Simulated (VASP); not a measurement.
WC: single point with PBEsol

Crystal: WC.

```
W C
1.0
     3.01435    0.00000    0.00000
    -1.50718    2.61050    0.00000
     0.00000    0.00000    2.94072
W C
1 1
Direct
  0.00000 0.00000 0.00000
  0.66667 0.33333 0.50000
```

This cell differs from its parent crystal: strain +0.040 along x and y, +0.040 along z.

```yaml
Program: VASP 6.6.1
Task: single point
Functional: PBEsol
Potentials_or_basis: VASP PAW PBE potentials, release 64 (W_sv, C)
Cutoff: 520 eV
k_mesh: 24 × 24 × 22
Occupations: gaussian, width 0.15 eV
Spin: no spin polarisation
Dipole_correction: no
Further_INCAR_settings: ALGO = Normal; EDIFF = 1e-06; NBANDS = 16
```

```yaml
Pressure: -36.8 GPa
Band_gap_on_the_k_mesh: zero (bands 9 and 10 overlap by 1.14 eV)
```

Stress tensor (GPa, compression positive):
```
-34.71   0.00   0.00
  0.00 -34.71   0.00
  0.00   0.00 -40.88
```

Levels at points of the mesh, in eV from the Fermi level:
| k point | band 6 | band 7 | band 8 | band 9 | band 10 | band 11 | band 12 | band 13 |
| --- | --- | --- | --- | --- | --- | --- | --- | --- |
| (0.00, 0.00, 0.00) | -3.74 | -2.90 | -2.90 | 0.11 | 2.75 | 2.75 | 5.07 | 5.07 |
| (0.50, 0.00, 0.00) | -6.52 | -3.16 | -3.10 | -0.38 | 2.01 | 3.90 | 4.20 | 6.23 |
| (0.00, 0.00, 0.50) | -7.98 | -1.74 | -1.74 | -0.48 | -0.48 | 3.24 | 4.23 | 4.23 |
| (0.50, 0.00, 0.50) | -5.81 | -3.91 | -3.78 | 0.13 | 3.77 | 4.52 | 5.70 | 8.12 |

Wall time 64 s on 1 thread of Intel(R) Xeon(R) 6975P-C (Granite Rapids), with other jobs on the host, peak memory 0.36 GiB.

Caveat: the cell differs from its parent crystal (strain +0.040 along x and y, +0.040 along z); the stress differs along the axes, from -41 to -35 GPa; the PAW data sets were made with another functional, which shifts forces and pressure a little; spin-orbit coupling is left out, which moves the levels of the heavy elements.
